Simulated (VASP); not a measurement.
# Be3Se2O (P6_3/mmc) in VASP: a series of runs

The runs below take Be3Se2O through single point, relaxation of cell and atoms, with PBE.

Everything below comes from runs of VASP 6.6.1. Logs are shortened: lines on timing, memory, paths and dates and some standing lists are left out, and cuts for length are marked.

**1. The cell of the first run**

Symmetry: P6_3/mmc, No. 194, hexagonal system. The conventional cell has a = 3.312 Å, b = 3.312 Å, c = 22.111 Å, α = 90.00°, β = 90.00°, γ = 120.00°. Within 2.5 Å of Be (site symmetry -6m2) lie 3 O at 1.91 Å. Be (site symmetry 3m) has 4 Se at 2.12 to 2.30 Å and 3 Be at 2.37 Å within 2.8 Å. Se (site symmetry 3m) has 4 Be at 2.12 to 2.30 Å within 2.8 Å. O (site symmetry -6m2) has 3 Be at 1.91 Å within 2.5 Å.

The cell was generated, and may not be a known phase.

**2. Single point, PBE**

File INCAR:

```
SYSTEM = Be3Se2O
  PREC = Accurate
  ENCUT = 520
  EDIFF = 1E-7
  ISMEAR = 0
  SIGMA = 0.1
  LREAL = .False.
  LASPH = .True.
  NELM = 80
  ALGO = Normal
  ISIF = 2
  LWAVE = .False.
  LCHARG = .False.
  GGA = PE
  NBANDS = 36
```

File KPOINTS:

```
Automatic mesh
0
Gamma
  6 6 2
  0 0 0
```

File POSCAR:

```
Be3Se2O
1.0
    3.3121851888      0.0000000000      0.0000000000
   -1.6560925944      2.8684365155      0.0000000000
    0.0000000000      0.0000000000     22.1109643344
Be Se O
6 4 2
Direct
    0.0000000000      0.0000000000      0.2500000000
    0.0000000000      0.0000000000      0.7500000000
    0.3333333333      0.6666666667      0.5315130682
    0.3333333333      0.6666666667      0.9684869318
    0.6666666667      0.3333333333      0.4684869318
    0.6666666667      0.3333333333      0.0315130682
    0.3333333333      0.6666666667      0.4275439289
    0.3333333333      0.6666666667      0.0724560711
    0.6666666667      0.3333333333      0.5724560711
    0.6666666667      0.3333333333      0.9275439289
    0.3333333333      0.6666666667      0.2500000000
    0.6666666667      0.3333333333      0.7500000000
```

Potentials or basis: VASP PAW PBE potentials, release 64 (Be, Se, O).

Launch:

```sh
$ cat potpaw_PBE.64/Be/POTCAR potpaw_PBE.64/Se/POTCAR potpaw_PBE.64/O/POTCAR > POTCAR
$ mpirun -np 1 vasp_std > vasp.out
```

OUTCAR:

```text
SYSTEM = Be3Se2O
   PREC = Accurate
   ENCUT = 520
   EDIFF = 1E-7
   ISMEAR = 0
   LREAL = .False.
   LASPH = .True.
   NELM = 80
   ISIF = 2
   GGA = PE

 ion  position               nearest neighbor table
   1  0.000  0.000  0.250-  11 1.91  11 1.91  11 1.91
   2  0.000  0.000  0.750-  12 1.91  12 1.91  12 1.91
   3  0.333  0.667  0.532-   9 2.12   9 2.12   9 2.12   7 2.30   5 2.37   5 2.37   5 2.37
   4  0.333  0.667  0.968-  10 2.12  10 2.12  10 2.12   8 2.30   6 2.37   6 2.37   6 2.37
   5  0.667  0.333  0.468-   7 2.12   7 2.12   7 2.12   9 2.30   3 2.37   3 2.37   3 2.37
   6  0.667  0.333  0.032-   8 2.12   8 2.12   8 2.12  10 2.30   4 2.37   4 2.37   4 2.37
   7  0.333  0.667  0.428-   5 2.12   5 2.12   5 2.12   3 2.30
   8  0.333  0.667  0.072-   6 2.12   6 2.12   6 2.12   4 2.30
   9  0.667  0.333  0.572-   3 2.12   3 2.12   3 2.12   5 2.30
  10  0.667  0.333  0.928-   4 2.12   4 2.12   4 2.12   6 2.30
  11  0.333  0.667  0.250-   1 1.91   1 1.91   1 1.91
  12  0.667  0.333  0.750-   2 1.91   2 1.91   2 1.91

  LATTYP: Found a hexagonal cell.
 ALAT       =     3.3121851888
 C/A-ratio  =     6.6756425363

  Lattice vectors:

 A1 = (   3.3121851888,   0.0000000000,   0.0000000000)
 A2 = (  -1.6560925944,   2.8684365155,   0.0000000000)
 A3 = (   0.0000000000,   0.0000000000,  22.1109643344)

Analysis of symmetry for initial positions (statically):
=====================================================================
 Subroutine PRICEL returns:
 Original cell was already a primitive cell.

 Routine SETGRP: Setting up the symmetry group for a
 hexagonal supercell.

 Subroutine GETGRP returns: Found 24 space group operations
 (whereof 12 operations were pure point group operations)
 out of a pool of 24 trial point group operations.

The static configuration has the point symmetry D_3d.
 The point group associated with its full space group is D_6h.

Analysis of symmetry for dynamics (positions and initial velocities):
=====================================================================
 Subroutine PRICEL returns:
 Original cell was already a primitive cell.

 Routine SETGRP: Setting up the symmetry group for a
 hexagonal supercell.

 Subroutine GETGRP returns: Found 24 space group operations
 (whereof 12 operations were pure point group operations)
 out of a pool of 24 trial point group operations.

The dynamic configuration has the point symmetry D_3d.
 The point group associated with its full space group is D_6h.

 Subroutine INISYM returns: Found 24 space group operations
 (whereof 12 operations are pure point group operations),
 and found     1 'primitive' translations

----------------------------------------------------------------------------------------

                                     Primitive cell

  volume of cell :     210.0717

  direct lattice vectors                    reciprocal lattice vectors
     3.312185189  0.000000000  0.000000000     0.301915486  0.174310987  0.000000000
    -1.656092594  2.868436516  0.000000000     0.000000000  0.348621974  0.000000000
     0.000000000  0.000000000 22.110964334     0.000000000  0.000000000  0.045226431

  length of vectors
     3.312185189  3.312185189 22.110964334     0.348621974  0.348621974  0.045226431

  position of ions in fractional coordinates (direct lattice)
     0.000000000  0.000000000  0.250000000
     0.000000000  0.000000000  0.750000000
     0.333333333  0.666666667  0.531513068
     0.333333333  0.666666667  0.968486932
     0.666666667  0.333333333  0.468486932
     0.666666667  0.333333333  0.031513068
     0.333333333  0.666666667  0.427543929
     0.333333333  0.666666667  0.072456071
     0.666666667  0.333333333  0.572456071
     0.666666667  0.333333333  0.927543929
     0.333333333  0.666666667  0.250000000
     0.666666667  0.333333333  0.750000000

  ion indices of the primitive-cell ions
   primitive index   ion index
                 1           1
                 2           2
                 3           3
                 4           4
                 5           5
                 6           6
                 7           7
                 8           8
                 9           9
                10          10
                11          11
                12          12

----------------------------------------------------------------------------------------

 KPOINTS: Automatic mesh

Automatic generation of k-mesh.
 Grid dimensions read from file:
 generate k-points for:    6    6    2

 Generating k-lattice:

  Cartesian coordinates                     Fractional coordinates (reciprocal lattice)
     0.050319248  0.029051831  0.000000000     0.166666667  0.000000000  0.000000000
     0.000000000  0.058103662  0.000000000     0.000000000  0.166666667  0.000000000
     0.000000000  0.000000000  0.022613215     0.000000000  0.000000000  0.500000000

  Length of vectors
     0.058103662  0.058103662  0.022613215

  Shift w.r.t. Gamma in fractional coordinates (k-lattice)
     0.000000000  0.000000000  0.000000000

 Subroutine IBZKPT returns following result:
 ===========================================

 Found     14 irreducible k-points:

 Following reciprocal coordinates:
            Coordinates               Weight
  0.000000  0.000000  0.000000      1.000000
  0.166667  0.000000  0.000000      6.000000
  0.333333  0.000000  0.000000      6.000000
  0.500000  0.000000  0.000000      3.000000
  0.166667  0.166667  0.000000      6.000000
  0.333333  0.166667  0.000000     12.000000
  0.333333  0.333333  0.000000      2.000000
  0.000000  0.000000  0.500000      1.000000
  0.166667  0.000000  0.500000      6.000000
  0.333333  0.000000  0.500000      6.000000
  0.500000  0.000000  0.500000      3.000000
  0.166667  0.166667  0.500000      6.000000
  0.333333  0.166667  0.500000     12.000000
  0.333333  0.333333  0.500000      2.000000
   k-points           NKPTS =     14   k-points in BZ     NKDIM =     14   number of bands    NBANDS=     36
   number of dos      NEDOS =    301   number of ions     NIONS =     12
   total plane-waves  NPLWV = 131712
   dimension x,y,z NGX =    28 NGY =   28 NGZ =  168
   dimension x,y,z NGXF=    56 NGYF=   56 NGZF=  336
   ions per type =               6   4   2
   NGX,Y,Z   is equivalent  to a cutoff of  14.05, 14.05, 12.63 a.u.
   NGXF,Y,Z  is equivalent  to a cutoff of  28.11, 28.11, 25.26 a.u.
 SYSTEM =  Be3Se2O
   PREC   = accura    normal or accurate (medium, high low for compatibility)
   ISTART =      0    job   : 0-new  1-cont  2-samecut
   ICHARG =      2    charge: 1-file 2-atom 10-const
   ISPIN  =      1    spin polarized calculation?
   LNONCOLLINEAR =      F non collinear calculations
   LSORBIT =      F    spin-orbit coupling
   LASPH  =      T    aspherical Exc in radial PAW
   ENCUT  =  520.0 eV  38.22 Ry    6.18 a.u.   6.16  6.16 41.11*2*pi/ulx,y,z
   NELM   =     80;   NELMIN=  2; NELMDL= -5     # of ELM steps
   EDIFF  = 0.1E-06   stopping-criterion for ELM
   LREAL  =      F    real-space projection
   EDIFFG = 0.1E-05   stopping-criterion for IOM
   NSW    =      0    number of steps for IOM
   IBRION =     -1    ionic relax: 0-MD 1-quasi-New 2-CG
   NFREE  =      0    steps in history (QN), initial steepest desc. (CG)
   ISIF   =      2    stress and relaxation
   ISYM   =      2    0-nonsym 1-usesym 2-fastsym
   POTIM  = 0.5000    time-step for ionic-motion
   TEBEG  =    0.0;   TEEND  =   0.0 temperature during run
   PSTRESS=    0.0 pullay stress
   NELECT =      48.0000    total number of electrons
   NUPDOWN=      -1.0000    fix difference up-down
   EMIN   =  10.00;   EMAX   =-10.00  energy-range for DOS
   EFERMI =   0.00;   METHOD = LEGACY
   ISMEAR =     0;   SIGMA  =   0.10  broadening in eV -4-tet -1-fermi 0-gaus
   EFERMI_NEDOS =   21; number of points for ismear=-14 and -15
   IALGO  =     38    algorithm
   IMIX   =      4    mixing-type and parameters
     AMIX     =   0.40;   BMIX     =  1.00
     AMIX_MAG =   1.60;   BMIX_MAG =  1.00
  volume/ion in A,a.u.               =      17.51       118.14
  Fermi-wavevector in a.u.,A,eV,Ry     =   1.000843  1.891319 13.628782  1.001687
  Thomas-Fermi vector in A             =   2.133226
   LORBIT       =      0    0 simple, 1 ext, 2 COOP (PROOUT), +10 PAW based schemes
   GGA     = PE    functional components
   LHFCALC =     F    Hartree Fock is set to
   AEXX    =    0.0000 exact exchange contribution
   IVDW    =     0    specifies the selected vdW correction
   LEPSILON=     F    determine dielectric tensor
   LRPA    =     F    only Hartree local field effects (RPA)
 non-spin polarized calculation
 Gauss-broadening in eV      SIGMA  =   0.10
  energy-cutoff  :      520.00
  volume of cell :      210.07
 maximum number of plane-waves:      5706
 NGX is ok and might be reduce to    28
   NGX = 13   NGY = 13   NGZ = 83

 number of electron      48.0000000 magnetization

 Free energy of the ion-electron system (eV)
  ---------------------------------------------------
  ext. energy  EPLUGINS =         0.00000000
  ---------------------------------------------------
  free energy    TOTEN  =       -56.23984915 eV

  energy without entropy =      -56.23984915  energy(sigma->0) =      -56.23984915

 E-fermi :   3.1481     XC(G=0):  -8.3300

 val. band max:        2.6426892629   @ k =   0.0000   0.0000   0.0000
 cond. band min:       3.6858885687   @ k =   0.0000   0.0000   0.0000
 fundamental gap:      1.0431993058
 Fermi energy:         3.1481134786

 k-point     1 :       0.0000    0.0000    0.0000
  band No.  band energies     occupation
      1     -15.0365      2.00000
      2     -15.0364      2.00000
      3     -12.7666      2.00000
      4     -12.7662      2.00000
      5     -11.8867      2.00000
      6     -11.8861      2.00000
[... 28 lines left out ...]
     35       8.1797      0.00000
     36       8.2380      0.00000
[... 476 lines left out ...]
      6     -10.4498      2.00000
[... 28 lines left out ...]
     35      10.0899      0.00000
     36      10.0899      0.00000

------------------------ aborting loop because EDIFF is reached ----------------------------------------

  FORCE on cell =-STRESS in cart. coord.  units (eV):
  Direction    XX          YY          ZZ          XY          YZ          ZX
  --------------------------------------------------------------------------------------
  -------------------------------------------------------------------------------------
  Total        0.2477737      0.2477737      0.6430992      0.0000000     -0.0000000      0.0000000
  in kB        1.8897235      1.8897235      4.9047964      0.0000000     -0.0000000      0.0000000
  external PRESSURE =       2.8947478 kB  Pullay stress =       0.0000000 kB

 VOLUME and BASIS-vectors are now :
 -----------------------------------------------------------------------------
  energy-cutoff  :      520.00
  volume of cell :      210.07
      direct lattice vectors                 reciprocal lattice vectors
     3.312185189  0.000000000  0.000000000     0.301915486  0.174310987  0.000000000
    -1.656092594  2.868436516  0.000000000     0.000000000  0.348621974  0.000000000
     0.000000000  0.000000000 22.110964334     0.000000000  0.000000000  0.045226431

 POSITION                                       TOTAL-FORCE (eV/Angst)
 -----------------------------------------------------------------------------------
      0.00000      0.00000      5.52774         0.000000     -0.000000     -0.000000
      0.00000      0.00000     16.58322        -0.000000      0.000000     -0.000000
     -0.00000      1.91229     11.75227        -0.000000     -0.000000     -0.026222
     -0.00000      1.91229     21.41418         0.000000     -0.000000      0.026222
      1.65609      0.95615     10.35870         0.000000     -0.000000      0.026222
      1.65609      0.95615      0.69678         0.000000     -0.000000     -0.026222
     -0.00000      1.91229      9.45341        -0.000000      0.000000     -0.061543
     -0.00000      1.91229      1.60207         0.000000      0.000000      0.061543
      1.65609      0.95615     12.65756         0.000000     -0.000000      0.061543
      1.65609      0.95615     20.50889         0.000000     -0.000000     -0.061543
     -0.00000      1.91229      5.52774        -0.000000      0.000000     -0.000000
      1.65609      0.95615     16.58322         0.000000     -0.000000     -0.000000
 -----------------------------------------------------------------------------------
    total drift:                               -0.000000      0.000000     -0.000000

  FREE ENERGIE OF THE ION-ELECTRON SYSTEM (eV)
  ---------------------------------------------------
  free  energy   TOTEN  =       -56.2398491513 eV

  energy  without entropy=      -56.2398491513  energy(sigma->0) =      -56.23984915
```

It took 2.5 min on 1 thread of Intel Xeon 6975P-C (Granite Rapids), shared host; peak memory 0.36 GiB.

What came out:

| Property | Result |
| --- | --- |
| Free energy | -56.2398 eV |
| Pressure | 0.3 GPa |
| Largest force | 0.062 eV/Å |
| Band gap on the k mesh | 1.04 eV |

Forces in eV/Å, atoms in the order of the input:
```
Be   0.000  0.000  0.000
Be   0.000  0.000  0.000
Be   0.000  0.000 -0.026
Be   0.000  0.000  0.026
Be   0.000  0.000  0.026
Be   0.000  0.000 -0.026
Se   0.000  0.000 -0.062
Se   0.000  0.000  0.062
Se   0.000  0.000  0.062
Se   0.000  0.000 -0.062
O    0.000  0.000  0.000
O    0.000  0.000  0.000
```

Levels at points of the mesh, in eV from the valence-band top:
```tsv
k point	band 22	band 23	band 24	band 25	band 26	band 27
(0.00, 0.00, 0.00)	0.00	0.00	0.00	1.04	1.54	2.77
(0.50, 0.00, 0.00)	-2.11	-1.80	-1.80	2.14	2.15	3.68
(0.00, 0.00, 0.50)	0.00	0.00	0.00	1.26	1.26	3.17
(0.50, 0.00, 0.50)	-2.14	-1.80	-1.80	2.14	2.14	3.70
```

Caveat: this functional lacks dispersion, which binds layers or chains, so the pressure and a relaxed spacing across them are unreliable. A k mesh can miss the band edges.

**3. Single point, PBE**

This run uses another cell than the first one, of 17.79 Å³/atom.

File INCAR:

```
PREC = Accurate ; ENCUT = 520
EDIFF = 1E-7 ; ISMEAR = 0
SIGMA = 0.1 ; LREAL = F
LASPH = T ; NELM = 80
ALGO = Normal ; ISIF = 2
LWAVE = F ; LCHARG = F
GGA = PE ; NBANDS = 36
```

File KPOINTS:

```
regular mesh
0
Gamma
  6 6 2
```

File POSCAR:

```
Be3Se2O
1.0
    5.3147708600      0.0000000000      0.0000000000
   -2.6573854300      4.6027265800      0.0000000000
    0.0000000000      0.0000000000      8.7282378200
Be Se O
6 4 2
Direct
    0.0000000000      0.0000000000      0.2500000000
    0.0000000000      0.0000000000      0.7500000000
    0.3333333300      0.6666666700      0.5971134200
    0.3333333300      0.6666666700      0.9028865800
    0.6666666700      0.3333333300      0.4028865800
    0.6666666700      0.3333333300      0.0971134200
    0.3333333300      0.6666666700      0.4207811800
    0.3333333300      0.6666666700      0.0792188200
    0.6666666700      0.3333333300      0.5792188200
    0.6666666700      0.3333333300      0.9207811800
    0.3333333300      0.6666666700      0.2500000000
    0.6666666700      0.3333333300      0.7500000000
```

Potentials or basis: VASP PAW PBE potentials, release 64 (Be, Se, O).

Launch:

```sh
$ cat potpaw_PBE.64/Be/POTCAR potpaw_PBE.64/Se/POTCAR potpaw_PBE.64/O/POTCAR > POTCAR
$ mpirun -np 1 vasp_std > vasp.out
```

Wall time 2 min (1 thread of Intel Xeon 6975P-C (Granite Rapids), shared host); peak memory 0.37 GiB.

The run converged. Its results:

```
Free energy            : -8.6599 eV
Pressure               : 46.3 GPa
Largest force          : 16.242 eV/Å
Band gap on the k mesh : zero (bands 24 and 25 overlap by 0.90 eV)
```

Forces in eV/Å, atoms in the order of the input:
```
Be    0.000   0.000   0.000
Be    0.000   0.000   0.000
Be    0.000   0.000  16.242
Be    0.000   0.000 -16.242
Be    0.000   0.000 -16.242
Be    0.000   0.000  16.242
Se    0.000   0.000  -0.553
Se    0.000   0.000   0.553
Se    0.000   0.000   0.553
Se    0.000   0.000  -0.553
O     0.000   0.000   0.000
O     0.000   0.000   0.000
```

Stress tensor (GPa, compression positive):
```
  3.44   0.00   0.00
  0.00   3.44   0.00
  0.00   0.00 132.16
```

Levels at points of the mesh, in eV from the Fermi level:
```
           k point  band 20  band 21  band 22  band 23  band 24  band 25  band 26  band 27  band 28  band 29
(0.00, 0.00, 0.00)    -2.78    -1.43    -1.43     0.45     0.52     0.62     1.00     1.45     1.45     1.66
(0.50, 0.00, 0.00)    -2.20    -1.92    -0.62    -0.39    -0.15     0.85     0.92     1.09     1.33     1.59
(0.00, 0.00, 0.50)    -1.60    -1.60    -1.60    -0.10    -0.10     0.93     0.93     1.10     1.10     1.10
(0.50, 0.00, 0.50)    -1.95    -1.03    -1.03    -0.90    -0.90     0.47     0.47     1.27     1.27     2.02
```

Caveat: the stress differs along the axes, from 3 to 132 GPa; forces of over 1 eV/Å act on the atoms, so gaps and moduli don't describe the material at rest.

(Part 1 of 2 ends here.)
